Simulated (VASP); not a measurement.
# ZnCu2SnSe4 (I-4) in VASP: single point with PBE

Aim: the single point of ZnCu2SnSe4 with PBE.

Program: VASP 6.6.1. These are calculated values, not measurements. Logs are shortened: lines on timing, memory, paths and dates and some standing lists are left out, and cuts for length are marked.

### 1 The cell of the first run

The structure is tetragonal, space group I-4 (No. 82). Conventional cell: a = 5.765 Å, b = 5.765 Å, c = 11.520 Å, α = 90.00°, β = 90.00°, γ = 90.00°. Zn (site symmetry -4) has 4 Se at 2.50 Å within 3.3 Å. Within 3.2 Å of Cu (site symmetry -4) lie 4 Se at 2.43 Å. Cu (site symmetry -4) has 4 Se at 2.44 Å within 3.2 Å. Within 3.5 Å of Sn (site symmetry -4) lie 4 Se at 2.63 Å. Within 3.2 Å of Se (site symmetry 1) lie 2 Cu at 2.43 to 2.44 Å and 1 Zn at 2.50 Å and 1 Sn at 2.63 Å.

### 2 Single point, PBE

File INCAR:

```
SYSTEM = ZnCu2SnSe4
ALGO = Normal
EDIFF = 1E-6
ENCUT = 600
GGA = PE
GGA_COMPAT = .False.
ISIF = 2
ISMEAR = 0
LASPH = .True.
LCHARG = .False.
LREAL = .False.
LWAVE = .False.
NBANDS = 46
NELM = 120
PREC = Accurate
SIGMA = 0.1
```

File KPOINTS:

```
k-points
0
Gamma
  5 5 5
  0 0 0
```

File POSCAR:

```
ZnCu2SnSe4
1.0
    0.0000000000     -5.7649023322      0.0000000000
   -5.7649023322      0.0000000000      0.0000000000
    2.8824511661      2.8824511661     -5.7599695638
Zn Cu Sn Se
1 2 1 4
Direct
    0.2500000000      0.7500000000      0.5000000000
    0.7500000000      0.2500000000      0.5000000000
    1.0000000000      0.0000000000      0.0000000000
    0.5000000000      0.5000000000      0.0000000000
    0.3706069093      0.3612945491      0.2604392234
    0.8898323142      0.8991446744      0.2604392234
    0.1008553256      0.6293930907      0.7395607766
    0.6387054509      0.1101676858      0.7395607766
```

Potentials or basis: VASP PAW PBE potentials, release 64 (Zn, Cu, Sn_d, Se).

Command:

```
cat potpaw_PBE.64/Zn/POTCAR potpaw_PBE.64/Cu/POTCAR potpaw_PBE.64/Sn_d/POTCAR potpaw_PBE.64/Se/POTCAR > POTCAR
mpirun -np 1 vasp_std > vasp.out
```

OUTCAR:

```text
SYSTEM = ZnCu2SnSe4
   EDIFF = 1E-6
   ENCUT = 600
   GGA = PE
   ISIF = 2
   ISMEAR = 0
   LASPH = .True.
   LREAL = .False.
   NELM = 120
   PREC = Accurate

 ion  position               nearest neighbor table
   1  0.250  0.750  0.500-   8 2.50   5 2.50   6 2.50   7 2.50
   2  0.750  0.250  0.500-   7 2.43   5 2.43   6 2.43   8 2.43
   3  0.000  0.000  0.000-   6 2.44   8 2.44   7 2.44   5 2.44
   4  0.500  0.500  0.000-   5 2.63   8 2.63   7 2.63   6 2.63
   5  0.371  0.361  0.260-   2 2.43   3 2.44   1 2.50   4 2.63
   6  0.890  0.899  0.260-   2 2.43   3 2.44   1 2.50   4 2.63
   7  0.101  0.629  0.740-   2 2.43   3 2.44   1 2.50   4 2.63
   8  0.639  0.110  0.740-   2 2.43   3 2.44   1 2.50   4 2.63

  LATTYP: Found a body centered tetragonal cell.
 ALAT       =     5.7649023322
 C/A-ratio  =     1.9982886897

  Lattice vectors:

 A1 = (   2.8824511661,  -2.8824511661,   5.7599695638)
 A2 = (  -2.8824511661,   2.8824511661,   5.7599695638)
 A3 = (  -2.8824511661,  -2.8824511661,  -5.7599695638)

Analysis of symmetry for initial positions (statically):
=====================================================================
 Subroutine PRICEL returns:
 Original cell was already a primitive cell.

 Routine SETGRP: Setting up the symmetry group for a
 body centered tetragonal supercell.

 Subroutine GETGRP returns: Found  4 space group operations
 (whereof  4 operations were pure point group operations)
 out of a pool of 16 trial point group operations.

The static configuration has the point symmetry S_4 .

Analysis of symmetry for dynamics (positions and initial velocities):
=====================================================================
 Subroutine PRICEL returns:
 Original cell was already a primitive cell.

 Routine SETGRP: Setting up the symmetry group for a
 body centered tetragonal supercell.

 Subroutine GETGRP returns: Found  4 space group operations
 (whereof  4 operations were pure point group operations)
 out of a pool of 16 trial point group operations.

The dynamic configuration has the point symmetry S_4 .

 Subroutine INISYM returns: Found  4 space group operations
 (whereof  4 operations are pure point group operations),
 and found     1 'primitive' translations

----------------------------------------------------------------------------------------

                                     Primitive cell

  volume of cell :     191.4274

  direct lattice vectors                    reciprocal lattice vectors
     0.000000000 -5.764902332  0.000000000     0.000000000 -0.173463476 -0.086806014
    -5.764902332  0.000000000  0.000000000    -0.173463476  0.000000000 -0.086806014
     2.882451166  2.882451166 -5.759969564     0.000000000  0.000000000 -0.173612028

  length of vectors
     5.764902332  5.764902332  7.056507552     0.193971291  0.193971291  0.173612028

  position of ions in fractional coordinates (direct lattice)
     0.250000000  0.750000000  0.500000000
     0.750000000  0.250000000  0.500000000
     0.000000000  0.000000000  0.000000000
     0.500000000  0.500000000  0.000000000
     0.370606909  0.361294549  0.260439223
     0.889832314  0.899144674  0.260439223
     0.100855326  0.629393091  0.739560777
     0.638705451  0.110167686  0.739560777

  ion indices of the primitive-cell ions
   primitive index   ion index
                 1           1
                 2           2
                 3           3
                 4           4
                 5           5
                 6           6
                 7           7
                 8           8

----------------------------------------------------------------------------------------

 KPOINTS: k-points

Automatic generation of k-mesh.
 Grid dimensions read from file:
 generate k-points for:    5    5    5

 Generating k-lattice:

  Cartesian coordinates                     Fractional coordinates (reciprocal lattice)
     0.000000000 -0.034692695 -0.017361203     0.200000000  0.000000000  0.000000000
    -0.034692695  0.000000000 -0.017361203     0.000000000  0.200000000  0.000000000
     0.000000000  0.000000000 -0.034722406     0.000000000  0.000000000  0.200000000

  Length of vectors
     0.038794258  0.038794258  0.034722406

  Shift w.r.t. Gamma in fractional coordinates (k-lattice)
     0.000000000  0.000000000  0.000000000

 Subroutine IBZKPT returns following result:
 ===========================================

 Found     21 irreducible k-points:

 Following reciprocal coordinates:
            Coordinates               Weight
  0.000000  0.000000  0.000000      1.000000
  0.200000  0.000000  0.000000      8.000000
  0.400000  0.000000  0.000000      8.000000
  0.200000  0.200000  0.000000      8.000000
  0.400000  0.200000  0.000000      8.000000
  0.200000  0.400000  0.400000      8.000000
[... 13 lines left out ...]
  0.000000  0.000000  0.400000      2.000000
  0.200000  0.000000  0.400000      4.000000
   k-points           NKPTS =     21   k-points in BZ     NKDIM =     21   number of bands    NBANDS=     46
   number of dos      NEDOS =    301   number of ions     NIONS =      8
   total plane-waves  NPLWV = 129024
   dimension x,y,z NGX =    48 NGY =   48 NGZ =   56
   dimension x,y,z NGXF=    96 NGYF=   96 NGZF=  112
   ions per type =               1   2   1   4
   NGX,Y,Z   is equivalent  to a cutoff of  13.84, 13.84, 13.19 a.u.
   NGXF,Y,Z  is equivalent  to a cutoff of  27.68, 27.68, 26.39 a.u.
 SYSTEM =  ZnCu2SnSe4
   PREC   = accura    normal or accurate (medium, high low for compatibility)
   ISTART =      0    job   : 0-new  1-cont  2-samecut
   ICHARG =      2    charge: 1-file 2-atom 10-const
   ISPIN  =      1    spin polarized calculation?
   LNONCOLLINEAR =      F non collinear calculations
   LSORBIT =      F    spin-orbit coupling
   LASPH  =      T    aspherical Exc in radial PAW
   ENCUT  =  600.0 eV  44.10 Ry    6.64 a.u.  11.51 11.51 14.09*2*pi/ulx,y,z
   NELM   =    120;   NELMIN=  2; NELMDL= -5     # of ELM steps
   EDIFF  = 0.1E-05   stopping-criterion for ELM
   LREAL  =      F    real-space projection
   EDIFFG = 0.1E-04   stopping-criterion for IOM
   NSW    =      0    number of steps for IOM
   IBRION =     -1    ionic relax: 0-MD 1-quasi-New 2-CG
   NFREE  =      0    steps in history (QN), initial steepest desc. (CG)
   ISIF   =      2    stress and relaxation
   ISYM   =      2    0-nonsym 1-usesym 2-fastsym
   POTIM  = 0.5000    time-step for ionic-motion
   TEBEG  =    0.0;   TEEND  =   0.0 temperature during run
   PSTRESS=    0.0 pullay stress
   NELECT =      72.0000    total number of electrons
   NUPDOWN=      -1.0000    fix difference up-down
   EMIN   =  10.00;   EMAX   =-10.00  energy-range for DOS
   EFERMI =   0.00;   METHOD = LEGACY
   ISMEAR =     0;   SIGMA  =   0.10  broadening in eV -4-tet -1-fermi 0-gaus
   EFERMI_NEDOS =   21; number of points for ismear=-14 and -15
   IALGO  =     38    algorithm
   IMIX   =      4    mixing-type and parameters
     AMIX     =   0.40;   BMIX     =  1.00
     AMIX_MAG =   1.60;   BMIX_MAG =  1.00
  volume/ion in A,a.u.               =      23.93       161.48
  Fermi-wavevector in a.u.,A,eV,Ry     =   1.181728  2.233143 19.000288  1.396482
  Thomas-Fermi vector in A             =   2.317996
   LORBIT       =      0    0 simple, 1 ext, 2 COOP (PROOUT), +10 PAW based schemes
   GGA     = PE    functional components
   LHFCALC =     F    Hartree Fock is set to
   AEXX    =    0.0000 exact exchange contribution
   IVDW    =     0    specifies the selected vdW correction
   LEPSILON=     F    determine dielectric tensor
   LRPA    =     F    only Hartree local field effects (RPA)
 non-spin polarized calculation
 Gauss-broadening in eV      SIGMA  =   0.10
  energy-cutoff  :      600.00
  volume of cell :      191.43
 maximum number of plane-waves:      6435
 NGX is ok and might be reduce to    48
   NGX = 23   NGY = 23   NGZ = 29

 number of electron      71.9999993 magnetization

 Free energy of the ion-electron system (eV)
  ---------------------------------------------------
  ext. energy  EPLUGINS =         0.00000000
  ---------------------------------------------------
  free energy    TOTEN  =       -29.59158842 eV

  energy without entropy =      -29.59006605  energy(sigma->0) =      -29.59082724

 E-fermi :   3.6295     XC(G=0):  -9.2968

 val. band max:        3.6098628027   @ k =   0.0000   0.0000   0.0000
 cond. band min:       3.9553679135   @ k =   0.4000   0.4000   0.0000
 fundamental gap:      0.3455051108
 Fermi energy:         3.6295139641

 k-point     1 :       0.0000    0.0000    0.0000
  band No.  band energies     occupation
      1     -18.5680      2.00000
      2     -18.5650      2.00000
      3     -18.5650      2.00000
      4     -18.5200      2.00000
      5     -18.5167      2.00000
      6     -10.5111      2.00000
[... 38 lines left out ...]
     45       8.6733      0.00000
     46       8.9662      0.00000

 k-point     2 :       0.2000    0.0000    0.0000
  band No.  band energies     occupation
      1     -18.5680      2.00000
      2     -18.5650      2.00000
      3     -18.5650      2.00000
      4     -18.5199      2.00000
      5     -18.5167      2.00000
      6     -10.4031      2.00000
[... 38 lines left out ...]
     45       8.6201      0.00000
     46       9.1292      0.00000

 k-point     3 :       0.4000    0.0000    0.0000
  band No.  band energies     occupation
      1     -18.5682      2.00000
      2     -18.5651      2.00000
      3     -18.5650      2.00000
      4     -18.5198      2.00000
      5     -18.5166      2.00000
      6     -10.1231      2.00000
[... 871 lines left out ...]
     45       9.4154      0.00000
     46       9.4154      0.00000

 k-point    21 :       0.2000    0.0000    0.4000
  band No.  band energies     occupation
      1     -18.5681      2.00000
      2     -18.5650      2.00000
      3     -18.5649      2.00000
      4     -18.5199      2.00000
      5     -18.5166      2.00000
      6     -10.0297      2.00000
[... 38 lines left out ...]
     45       9.0320      0.00000
     46       9.5517      0.00000

------------------------ aborting loop because EDIFF is reached ----------------------------------------

  FORCE on cell =-STRESS in cart. coord.  units (eV):
  Direction    XX          YY          ZZ          XY          YZ          ZX
  --------------------------------------------------------------------------------------
  -------------------------------------------------------------------------------------
  Total        0.1735296      0.1735296      0.2092995     -0.0000001      0.0000000     -0.0000000
  in kB        1.4523795      1.4523795      1.7517603     -0.0000007      0.0000000     -0.0000000
  external PRESSURE =       1.5521731 kB  Pullay stress =       0.0000000 kB

 VOLUME and BASIS-vectors are now :
 -----------------------------------------------------------------------------
  energy-cutoff  :      600.00
  volume of cell :      191.43
      direct lattice vectors                 reciprocal lattice vectors
     0.000000000 -5.764902332  0.000000000     0.000000000 -0.173463476 -0.086806014
    -5.764902332  0.000000000  0.000000000    -0.173463476  0.000000000 -0.086806014
     2.882451166  2.882451166 -5.759969564     0.000000000  0.000000000 -0.173612028

 POSITION                                       TOTAL-FORCE (eV/Angst)
 -----------------------------------------------------------------------------------
     -2.88245      0.00000     -2.87998         0.000000      0.000000      0.000000
      0.00000     -2.88245     -2.87998         0.000000     -0.000000      0.000000
      0.00000      0.00000      0.00000         0.000000      0.000000      0.000000
     -2.88245     -2.88245      0.00000         0.000000      0.000000      0.000000
     -1.33212     -1.38581     -1.50012        -0.014207     -0.007277      0.006946
     -4.43278     -4.37909     -1.50012         0.014207      0.007277      0.006946
     -1.49664      1.55033     -4.25985         0.007277     -0.014207     -0.006946
      1.49664     -1.55033     -4.25985        -0.007277      0.014207     -0.006946
 -----------------------------------------------------------------------------------
    total drift:                               -0.000000     -0.000001     -0.000002

  FREE ENERGIE OF THE ION-ELECTRON SYSTEM (eV)
  ---------------------------------------------------
  free  energy   TOTEN  =       -29.5915884217 eV

  energy  without entropy=      -29.5900660527  energy(sigma->0) =      -29.59082724
```

Run time: 3.3 min. Hardware: 1 thread of Intel Xeon 6975P-C (Granite Rapids), shared host; peak memory 0.49 GiB.

What came out:

```yaml
Free_energy: -29.5916 eV
Pressure: 0.2 GPa
Largest_force: 0.017 eV/Å
```

Forces on the atoms (eV/Å):
```
Zn   0.000  0.000  0.000
Cu   0.000  0.000  0.000
Cu   0.000  0.000  0.000
Sn   0.000  0.000  0.000
Se  -0.014 -0.007  0.007
Se   0.014  0.007  0.007
Se   0.007 -0.014 -0.007
Se  -0.007  0.014 -0.007
```

Levels at points of the mesh, in eV from the Fermi level:
| k point | band 33 | band 34 | band 35 | band 36 | band 37 | band 38 | band 39 | band 40 |
| --- | --- | --- | --- | --- | --- | --- | --- | --- |
| (0.00, 0.00, 0.00) | -1.53 | -0.33 | -0.05 | -0.05 | -0.02 | 1.73 | 2.21 | 3.33 |

Caveat: spin-orbit coupling is left out, which moves the levels of the heavy elements.
